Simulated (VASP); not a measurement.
A run of VASP 6.6.1 is set up as follows.

Contents of POSCAR:

```
Ti
1.0
    3.0721000000      0.0000000000      0.0000000000
   -1.5360500000      2.6605166430      0.0000000000
    0.0000000000      0.0000000000      4.8240000000
Ti
2
Direct
    0.3333333333      0.6666666667      0.2500000000
    0.6666666667      0.3333333333      0.7500000000
```

Contents of INCAR.step1:

```
SYSTEM = Ti
ALGO     = Normal         ! electronic algorithm
EDIFF    = 1E-4           ! SCF threshold, eV
ENCUT    = 520            ! plane-wave cutoff, eV
GGA      = PE             ! functional
ISMEAR   = 1              ! smearing method
LASPH    = .True.         ! aspherical terms in the spheres
LCHARG   = .False.        ! write CHGCAR
LREAL    = .False.        ! projectors in reciprocal space
LWAVE    = .True.         ! write WAVECAR
NBANDS   = 19             ! bands
NELM     = 60             ! most SCF steps
PREC     = Accurate       ! precision mode
SIGMA    = 0.05           ! smearing width, eV
```

Contents of INCAR.step2:

```
SYSTEM = Ti
ALGO     = Normal         ! electronic algorithm
EDIFF    = 1E-6           ! SCF threshold, eV
ENCUT    = 520            ! plane-wave cutoff, eV
ISIF     = 2              ! what is computed and relaxed
ISMEAR   = 1              ! smearing method
ISTART   = 1            
LASPH    = .True.         ! aspherical terms in the spheres
LCHARG   = .False.        ! write CHGCAR
LMIXTAU  = .True.       
LREAL    = .False.        ! projectors in reciprocal space
LWAVE    = .False.        ! write WAVECAR
METAGGA  = R2SCAN         ! meta-GGA
NBANDS   = 19             ! bands
NELM     = 60             ! most SCF steps
PREC     = Accurate       ! precision mode
SIGMA    = 0.05           ! smearing width, eV
```

KPOINTS

```
k-points
0
Gamma
  18 18 10
  0 0 0
```

Potentials or basis: VASP PAW PBE potentials, release 64 (Ti_sv).

The run is started by

```console
$ cat potpaw_PBE.64/Ti_sv/POTCAR > POTCAR
$ cp INCAR.step1 INCAR
$ mpirun -np 1 vasp_std > vasp.out
$ cp INCAR.step2 INCAR
$ mpirun -np 1 vasp_std > vasp.out
```

(1) What does it give for the band gap on the k mesh?

(2) What does it give for the pressure?

## Answers

(1) zero (bands 12 and 13 overlap by 1.16 eV).

(2) -11.9 GPa.

Caveat: the cell stands under tension; the PAW data sets were made with another functional, which shifts forces and pressure a little.
